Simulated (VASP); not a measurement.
Here is a VASP 6.6.1 calculation.

File INCAR:

```
PREC = Accurate ; ENCUT = 520
EDIFF = 1E-7 ; ISMEAR = 0
SIGMA = 0.2 ; LREAL = False
LASPH = True ; NELM = 80
ALGO = Normal ; ISIF = 2
LWAVE = False ; LCHARG = False
GGA = PE ; NBANDS = 26
```

The input KPOINTS:

```
regular mesh
0
Gamma
  12 12 2
```

POSCAR

```
TaH4
1.0
    2.8621747456      0.0000000000      0.0000000000
   -1.4310873728      2.4787160398      0.0000000000
    0.0000000000      0.0000000000     17.6774949301
Ta H
2 8
Direct
    0.0000000000      1.0000000000      0.0000000000
    0.0000000000      1.0000000000      0.5000000000
    0.0000000000      1.0000000000      0.2288423500
    0.0000000000      1.0000000000      0.7288423500
    0.0000000000      0.0000000000      0.2711576500
    0.0000000000      0.0000000000      0.7711576500
    0.6666666667      0.3333333333      0.4353959241
    0.6666666667      0.3333333333      0.9353959241
    0.3333333333      0.6666666667      0.0646040759
    0.3333333333      0.6666666667      0.5646040759
```

Potentials or basis: VASP PAW PBE potentials, release 64 (Ta_pv, H).

The run is started by

```console
$ cat potpaw_PBE.64/Ta_pv/POTCAR potpaw_PBE.64/H/POTCAR > POTCAR
$ mpirun -np 1 vasp_std > vasp.out
```

(1) Predict the pressure.

(2) Predict the band gap on the k mesh.

Results:

(1) 0.0 GPa.

(2) zero (bands 15 and 16 overlap by 1.65 eV).

Caveat: spin-orbit coupling is left out, which moves the levels of the heavy elements.
